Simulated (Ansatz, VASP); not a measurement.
**Hf3N2 in VASP and in Ansatz**

```
CELL_PARAMETERS angstrom
1.59943 0.92343 7.75484
-1.59943 0.92343 7.75484
0.00000 -1.84686 7.75484
ATOMIC_POSITIONS crystal
Hf 0.77942 0.77942 0.77942
Hf 0.22058 0.22058 0.22058
Hf 0.00000 0.00000 0.00000
N 0.61192 0.61192 0.61192
N 0.38808 0.38808 0.38808
```

Alike in both runs: task single point; functional PBEsol; k mesh 12 × 12 × 12; occupations methfessel-paxton of order 1, width 0.01 eV; no spin polarisation.

```csv
,VASP,Ansatz
version,VASP 6.6.1,Ansatz 0.2.0
potentials or method,"VASP PAW PBE potentials, release 64 (Hf_pv, N), cutoff 520 eV","scalar-relativistic, plane waves, PAW"
valence electrons in the cell,40,88
```

```csv
,VASP,Ansatz,Ansatz less VASP
gap on the k mesh at the Fermi level (eV),none,none,-
pressure (GPa),-3.6,-2.2,+1.39
"traceless stress, the component that is largest in VASP (GPa)",-0.33,-0.44,-0.108
rms of the force components (eV/Å),0.135,0.120,-0.0147
```

VASP's potentials were made for PBE, not for PBEsol. Atom by atom the forces differ by 0.029 eV/Å (rms over components). A gap of «none» marks a metal or a gap that the smearing closes. VASP's potentials hold 40 valence electrons a cell and Ansatz's 88, so a difference there can come from the potentials and not from the codes.

Neither program's run includes spin-orbit coupling.
